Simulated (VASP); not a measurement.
Write the native input for VASP 6.6.1 that does the following.

* Task: single point
* Functional: PBEsol
* Potentials or basis: VASP PAW PBE potentials, release 64 (Na_pv)
* Cutoff: 500 eV
* k mesh: 13 × 13 × 13
* Occupations: methfessel-paxton, width 0.1 eV
* Spin: no spin polarisation
* Dipole correction: no
* Further INCAR settings: ALGO = Normal; EDIFF = 1e-06; NBANDS = 10

The structure of Na lies in POSCAR:

```
Na
1.0
    0.0000000000      2.3480217301      2.3480217301
    2.3480217301      0.0000000000      2.3480217301
    2.3480217301      2.3480217301      0.0000000000
Na
1
Direct
    0.0000000000      0.0000000000      0.0000000000
```

This isn't the form of Na at room conditions, which is bcc.

The input as run:

INCAR

```
SYSTEM = Na
ALGO     = Normal         ! electronic algorithm
EDIFF    = 1E-6           ! SCF threshold, eV
ENCUT    = 500            ! plane-wave cutoff, eV
GGA      = PS             ! functional
GGA_COMPAT= .FALSE.      
ISIF     = 2              ! what is computed and relaxed
ISMEAR   = 1              ! smearing method
LASPH    = .TRUE.         ! aspherical terms in the spheres
LCHARG   = .FALSE.        ! write CHGCAR
LREAL    = .FALSE.        ! projectors in reciprocal space
LWAVE    = .FALSE.        ! write WAVECAR
NBANDS   = 10             ! bands
NELM     = 120            ! most SCF steps
PREC     = Accurate       ! precision mode
SIGMA    = 0.1            ! smearing width, eV
```

KPOINTS

```
k-points
0
G
  13 13 13
  0 0 0
```

Potentials or basis: VASP PAW PBE potentials, release 64 (Na_pv).

Command:

```console
$ cat potpaw_PBE.64/Na_pv/POTCAR > POTCAR
$ mpirun -np 1 vasp_std > vasp.out
```

Results of the run:

```json
{
  "Pressure": "4.9 GPa",
  "Band gap on the k mesh": "zero (an odd number of electrons rules out a gap without spin polarisation)"
}
```

Caveat: the cell stands under pressure; the PAW data sets were made with another functional, which shifts forces and pressure a little.

Run time: 6.1 s on 1 thread of Intel(R) Xeon(R) Platinum 8559C (Emerald Rapids) (shared host), peak memory 0.13 GiB.
